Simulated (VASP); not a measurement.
# C (C2/m) in VASP: single point with r2SCAN

Aim: the single point of C with r2SCAN.

All numbers are computed with VASP 6.6.1; they aren't measurements. Logs are shortened: lines on timing, memory, paths and dates and some standing lists are left out, and cuts for length are marked.

## Step 1: The cell of the first run

Symmetry: C2/m, No. 12, monoclinic system. The conventional cell has a = 4.360 Å, b = 2.518 Å, c = 12.355 Å, α = 90.00°, β = 93.37°, γ = 90.00°. C (site symmetry m) has 4 C at 1.54 Å within 2.1 Å. C (site symmetry m) has 4 C at 1.54 Å within 2.1 Å. Within 2.1 Å of C (site symmetry m) lie 4 C at 1.54 Å. Within 2.1 Å of C (site symmetry m) lie 4 C at 1.54 Å. Within 2.1 Å of C (site symmetry m) lie 4 C at 1.54 Å. Within 2.1 Å of C (site symmetry m) lie 4 C at 1.54 to 1.70 Å.

## Step 2: Single point, r2SCAN

The input, POSCAR:

```
C
1.0
    1.7801417073     -1.7801417073      0.0000000000
    1.7801417073      0.0000000000     -1.7801417073
    9.1973988212      6.5271862602      5.6371154066
C
12
Direct
    0.5763777778      0.4409444444      0.2708666667
   -0.0347333333     -0.0868333333      0.1042000000
    0.1874888889     -0.0312777778      0.4375333333
    0.4097111111      0.0242777778      0.7708666667
    0.7986000000      0.4965000000      0.6042000000
    0.0208222222     -0.4479444444      0.9375333333
    0.5347111111      0.3367777778      0.3958666667
    0.9236000000      0.8090000000      0.2292000000
    0.1458222222     -0.1354444444      0.5625333333
    0.3680444444     -0.0798888889      0.8958666667
   -0.2430666667     -0.6076666667      0.7292000000
    0.3124888889      0.2812222222      0.0625333333
```

The input, INCAR.step1:

```
PREC     = Accurate       # precision mode
ENCUT    = 520            # plane-wave cutoff, eV
ISMEAR   = 0              # smearing method
SIGMA    = 0.05           # smearing width, eV
LREAL    = False          # projectors in reciprocal space
LASPH    = True           # aspherical terms in the spheres
NELM     = 100            # most SCF steps
ISYM     = 0            
NBANDS   = 36             # bands
GGA      = PE             # functional
ALGO     = Normal         # electronic algorithm
EDIFF    = 1E-4           # SCF threshold, eV
LWAVE    = True           # write WAVECAR
LCHARG   = False          # write CHGCAR
```

The input, INCAR.step2:

```
PREC     = Accurate       # precision mode
ENCUT    = 520            # plane-wave cutoff, eV
EDIFF    = 1E-6           # SCF threshold, eV
ISMEAR   = 0              # smearing method
SIGMA    = 0.05           # smearing width, eV
LREAL    = False          # projectors in reciprocal space
LASPH    = True           # aspherical terms in the spheres
NELM     = 100            # most SCF steps
ALGO     = Normal         # electronic algorithm
ISIF     = 2              # what is computed and relaxed
LWAVE    = False          # write WAVECAR
LCHARG   = False          # write CHGCAR
METAGGA  = R2SCAN         # meta-GGA
LMIXTAU  = True         
ISYM     = 0            
NBANDS   = 36             # bands
ISTART   = 1
```

The input, KPOINTS:

```
regular mesh
0
Gamma
  10 10 2
```

Potentials or basis: VASP PAW PBE potentials, release 64 (C).

Run with:

```
cat potpaw_PBE.64/C/POTCAR > POTCAR
cp INCAR.step1 INCAR
mpirun -np 1 vasp_std > vasp.out
cp INCAR.step2 INCAR
mpirun -np 1 vasp_std > vasp.out
```

OUTCAR:

```text
PREC = Accurate
   ENCUT = 520
   EDIFF = 1E-6
   ISMEAR = 0
   LREAL = False
   LASPH = True
   NELM = 100
   ISIF = 2
   METAGGA = R2SCAN
   ISYM = 0
   ISTART = 1

 ion  position               nearest neighbor table
   1  0.576  0.441  0.271-   7 1.54   8 1.54   8 1.54   8 1.54
   2  0.965  0.913  0.104-  12 1.54   8 1.54  12 1.54  12 1.54
   3  0.187  0.969  0.438-   7 1.54   7 1.54   7 1.54   9 1.54
   4  0.410  0.024  0.771-  11 1.54  10 1.54  11 1.54  11 1.54
   5  0.799  0.496  0.604-  11 1.54   9 1.54   9 1.54   9 1.54
   6  0.021  0.552  0.938-  10 1.54  10 1.54  10 1.54  12 1.70
   7  0.535  0.337  0.396-   3 1.54   3 1.54   3 1.54   1 1.54
   8  0.924  0.809  0.229-   2 1.54   1 1.54   1 1.54   1 1.54
   9  0.146  0.865  0.563-   3 1.54   5 1.54   5 1.54   5 1.54
  10  0.368  0.920  0.896-   6 1.54   6 1.54   6 1.54   4 1.54
  11  0.757  0.392  0.729-   4 1.54   5 1.54   4 1.54   4 1.54
  12  0.312  0.281  0.063-   2 1.54   2 1.54   2 1.54   6 1.70

IMPORTANT INFORMATION: All symmetrisations will be switched off!
NOSYMM: (Re-)initialisation of all symmetry stuff for point group C_1.

----------------------------------------------------------------------------------------

                                     Primitive cell

  volume of cell :      67.6932

  direct lattice vectors                    reciprocal lattice vectors
     1.780141707 -1.780141707  0.000000000     0.171646760 -0.390106272  0.171646760
     1.780141707  0.000000000 -1.780141707     0.148240383  0.148240383 -0.413512648
     9.197398821  6.527186260  5.637115407     0.046812753  0.046812753  0.046812753

  length of vectors
     2.517500545  2.517500545 12.608464445     0.459465040  0.463619599  0.081082066

  position of ions in fractional coordinates (direct lattice)
     0.576377778  0.440944444  0.270866667
     0.965266667  0.913166667  0.104200000
     0.187488889  0.968722222  0.437533333
     0.409711111  0.024277778  0.770866667
     0.798600000  0.496500000  0.604200000
     0.020822222  0.552055556  0.937533333
     0.534711111  0.336777778  0.395866667
     0.923600000  0.809000000  0.229200000
     0.145822222  0.864555556  0.562533333
     0.368044444  0.920111111  0.895866667
     0.756933333  0.392333333  0.729200000
     0.312488889  0.281222222  0.062533333

  ion indices of the primitive-cell ions
   primitive index   ion index
                 1           1
                 2           2
                 3           3
                 4           4
                 5           5
                 6           6
                 7           7
                 8           8
                 9           9
                10          10
                11          11
                12          12

----------------------------------------------------------------------------------------

 KPOINTS: regular mesh

Automatic generation of k-mesh.
 Grid dimensions read from file:
 generate k-points for:   10   10    2

 Generating k-lattice:

  Cartesian coordinates                     Fractional coordinates (reciprocal lattice)
     0.017164676 -0.039010627  0.017164676     0.100000000  0.000000000  0.000000000
     0.014824038  0.014824038 -0.041351265     0.000000000  0.100000000  0.000000000
     0.023406376  0.023406376  0.023406376     0.000000000  0.000000000  0.500000000

  Length of vectors
     0.045946504  0.046361960  0.040541033

  Shift w.r.t. Gamma in fractional coordinates (k-lattice)
     0.000000000  0.000000000  0.000000000

 -----------------------------------------------------------------------------
|                                                                             |
|           W    W    AA    RRRRR   N    N  II  N    N   GGGG   !!!           |
|           W    W   A  A   R    R  NN   N  II  NN   N  G    G  !!!           |
|           W    W  A    A  R    R  N N  N  II  N N  N  G       !!!           |
|           W WW W  AAAAAA  RRRRR   N  N N  II  N  N N  G  GGG   !            |
|           WW  WW  A    A  R   R   N   NN  II  N   NN  G    G                |
|           W    W  A    A  R    R  N    N  II  N    N   GGGG   !!!           |
|                                                                             |
|     Your reciprocal lattice and k-lattice belong to different lattice       |
|     classes:                                                                |
|                                                                             |
|        The reciprocal lattice is base-centered monoclinic,                  |
|        whereas your k-lattice is triclinic.                                 |
|                                                                             |
|     Results are often still useful ...                                      |
|                                                                             |
 -----------------------------------------------------------------------------

 WARNING: IBZKPT: internal override: KBLOWUP is changed to .FALSE.
      ... skipping the blow-up phase ...

 Subroutine IBZKPT returns following result:
 ===========================================

 Found    104 irreducible k-points:

 Following reciprocal coordinates:
            Coordinates               Weight
  0.000000  0.000000  0.000000      1.000000
  0.100000  0.000000 -0.000000      2.000000
  0.200000  0.000000 -0.000000      2.000000
  0.300000  0.000000  0.000000      2.000000
  0.400000  0.000000 -0.000000      2.000000
  0.500000  0.000000 -0.000000      1.000000
[... 16 lines left out ...]
 -0.400000  0.200000  0.000000      2.000000
 -0.300000  0.200000  0.000000      2.000000
 [... further k-points ...]
   k-points           NKPTS =    104   k-points in BZ     NKDIM =    104   number of bands    NBANDS=     36
   number of dos      NEDOS =    301   number of ions     NIONS =     12
   total plane-waves  NPLWV =  38400
   dimension x,y,z NGX =    20 NGY =   20 NGZ =   96
   dimension x,y,z NGXF=    40 NGYF=   40 NGZF=  192
   ions per type =              12
   NGX,Y,Z   is equivalent  to a cutoff of  13.21, 13.21, 12.66 a.u.
   NGXF,Y,Z  is equivalent  to a cutoff of  26.41, 26.41, 25.32 a.u.
 SYSTEM =  unknown system
   PREC   = accura    normal or accurate (medium, high low for compatibility)
   ISTART =      1    job   : 0-new  1-cont  2-samecut
   ICHARG =      0    charge: 1-file 2-atom 10-const
   ISPIN  =      1    spin polarized calculation?
   LNONCOLLINEAR =      F non collinear calculations
   LSORBIT =      F    spin-orbit coupling
   LASPH  =      T    aspherical Exc in radial PAW
   ENCUT  =  520.0 eV  38.22 Ry    6.18 a.u.   4.68  4.68 23.44*2*pi/ulx,y,z
   NELM   =    100;   NELMIN=  2; NELMDL=  0     # of ELM steps
   EDIFF  = 0.1E-05   stopping-criterion for ELM
   LREAL  =      F    real-space projection
   EDIFFG = 0.1E-04   stopping-criterion for IOM
   NSW    =      0    number of steps for IOM
   IBRION =     -1    ionic relax: 0-MD 1-quasi-New 2-CG
   NFREE  =      0    steps in history (QN), initial steepest desc. (CG)
   ISIF   =      2    stress and relaxation
   ISYM   =      0    0-nonsym 1-usesym 2-fastsym
   POTIM  = 0.5000    time-step for ionic-motion
   TEBEG  =    0.0;   TEEND  =   0.0 temperature during run
   PSTRESS=    0.0 pullay stress
   NELECT =      48.0000    total number of electrons
   NUPDOWN=      -1.0000    fix difference up-down
   EMIN   =  10.00;   EMAX   =-10.00  energy-range for DOS
   EFERMI =   0.00;   METHOD = LEGACY
   ISMEAR =     0;   SIGMA  =   0.05  broadening in eV -4-tet -1-fermi 0-gaus
   EFERMI_NEDOS =   21; number of points for ismear=-14 and -15
   IALGO  =     38    algorithm
   IMIX   =      4    mixing-type and parameters
     AMIX     =   0.40;   BMIX     =  1.00
     AMIX_MAG =   1.60;   BMIX_MAG =  1.00
  volume/ion in A,a.u.               =       5.64        38.07
  Fermi-wavevector in a.u.,A,eV,Ry     =   1.459846  2.758708 28.996044  2.131149
  Thomas-Fermi vector in A             =   2.576365
   LORBIT       =      0    0 simple, 1 ext, 2 COOP (PROOUT), +10 PAW based schemes
   METAGGA = R2SCAN    functional components
   LHFCALC =     F    Hartree Fock is set to
   AEXX    =    0.0000 exact exchange contribution
   IVDW    =     0    specifies the selected vdW correction
   LEPSILON=     F    determine dielectric tensor
   LRPA    =     F    only Hartree local field effects (RPA)
 non-spin polarized calculation
 Gauss-broadening in eV      SIGMA  =   0.05
  energy-cutoff  :      520.00
  volume of cell :       67.69
 maximum number of plane-waves:      1843
   NGX =  9   NGY =  9   NGZ = 47

 number of electron      47.9999996 magnetization

 Free energy of the ion-electron system (eV)
  ---------------------------------------------------
  ext. energy  EPLUGINS =         0.00000000
  ---------------------------------------------------
  free energy    TOTEN  =      -115.91498838 eV

  energy without entropy =     -115.91498838  energy(sigma->0) =     -115.91498838

 E-fermi :  10.5375     XC(G=0): -14.3073

 val. band max:       10.2448083104   @ k =   0.0000   0.0000   0.0000
 cond. band min:      11.1257829689   @ k =   0.5000   0.0000  -0.0000
 fundamental gap:      0.8809746585
 Fermi energy:        10.5375123035

 k-point     1 :       0.0000    0.0000    0.0000
  band No.  band energies     occupation
      1     -12.9525      2.00000
      2     -12.1604      2.00000
      3     -12.1338      2.00000
      4      -9.8306      2.00000
      5      -9.7527      2.00000
      6      -7.0026      2.00000
[... 28 lines left out ...]
     35      18.0889      0.00000
     36      18.3937      0.00000

 k-point     2 :       0.1000    0.0000   -0.0000
  band No.  band energies     occupation
      1     -12.6934      2.00000
      2     -11.9451      2.00000
      3     -11.8349      2.00000
      4      -9.6505      2.00000
      5      -9.4337      2.00000
      6      -6.7793      2.00000
[... 850 lines left out ...]
 k-point    24 :      -0.3000    0.2000    0.0000
  band No.  band energies     occupation
      1      -8.2209      2.00000
      2      -7.5523      2.00000
      3      -7.4226      2.00000
      4      -5.5150      2.00000
      5      -5.3827      2.00000
      6      -3.1858      2.00000
[... 28 lines left out ...]
     35      21.1000      0.00000
     36      21.5236      0.00000

 [... further k-points ...]
[... 5 lines left out ...]
  --------------------------------------------------------------------------------------
  -------------------------------------------------------------------------------------
  Total       -2.7214681      7.8393758     -2.7213277      4.3373842      4.3371056     -4.6295617
  in kB      -64.4123079    185.5440762    -64.4089854    102.6581674    102.6515715   -109.5734874
  external PRESSURE =      18.9075943 kB  Pullay stress =       0.0000000 kB

 VOLUME and BASIS-vectors are now :
 -----------------------------------------------------------------------------
  energy-cutoff  :      520.00
  volume of cell :       67.69
      direct lattice vectors                 reciprocal lattice vectors
     1.780141707 -1.780141707  0.000000000     0.171646760 -0.390106272  0.171646760
     1.780141707  0.000000000 -1.780141707     0.148240383  0.148240383 -0.413512648
     9.197398821  6.527186260  5.637115407     0.046812753  0.046812753  0.046812753

 POSITION                                       TOTAL-FORCE (eV/Angst)
 -----------------------------------------------------------------------------------
      4.30225      0.74196      0.74196         0.011285     -0.023748      0.011203
      4.30225     -1.03818     -1.03818         0.372370     -0.198443      0.372350
      6.08239      2.52210      0.74196         0.002024     -0.008328      0.002060
      7.86253      4.30225      4.30225         0.081191     -0.444747      0.081165
      7.86253      2.52210      2.52210         0.015466     -0.047578      0.015370
      9.64267      6.08239      4.30225         1.555638     -4.468478      1.555546
      5.19232      1.63203      1.63203        -0.015379      0.047536     -0.015368
      5.19232     -0.14811     -0.14811        -0.081257      0.444772     -0.081166
      6.97246      3.41218      1.63203        -0.002111      0.008331     -0.002031
     10.53274      5.19232      3.41218        -0.372408      0.198456     -0.372344
      8.75260      3.41218      3.41218        -0.011255      0.023699     -0.011177
      1.63203     -0.14811     -0.14811        -1.555564      4.468529     -1.555607
 -----------------------------------------------------------------------------------
    total drift:                               -0.000001      0.000036     -0.000020

  FREE ENERGIE OF THE ION-ELECTRON SYSTEM (eV)
  ---------------------------------------------------
  free  energy   TOTEN  =      -115.9149883841 eV

  energy  without entropy=     -115.9149883841  energy(sigma->0) =     -115.91498838
```

It took 11 min on 1 thread of Intel Xeon 6975P-C, shared host; peak memory 0.3 GiB.

Results:

```
Free energy            : -115.9150 eV
Pressure               : 1.9 GPa
Largest force          : 4.981 eV/Å
Band gap on the k mesh : 0.88 eV, indirect (least direct gap 2.81 eV)
```

Forces on the atoms (eV/Å):
```
C    0.011 -0.024  0.011
C    0.372 -0.198  0.372
C    0.002 -0.008  0.002
C    0.081 -0.445  0.081
C    0.015 -0.048  0.015
C    1.556 -4.468  1.556
C   -0.015  0.048 -0.015
C   -0.081  0.445 -0.081
C   -0.002  0.008 -0.002
C   -0.372  0.198 -0.372
C   -0.011  0.024 -0.011
C   -1.556  4.469 -1.556
```

Stress tensor (GPa, compression positive):
```
 -6.44  10.27 -10.96
 10.27  18.55  10.27
-10.96  10.27  -6.44
```

Caveat: the PAW data sets were made with another functional, which shifts forces and pressure a little.
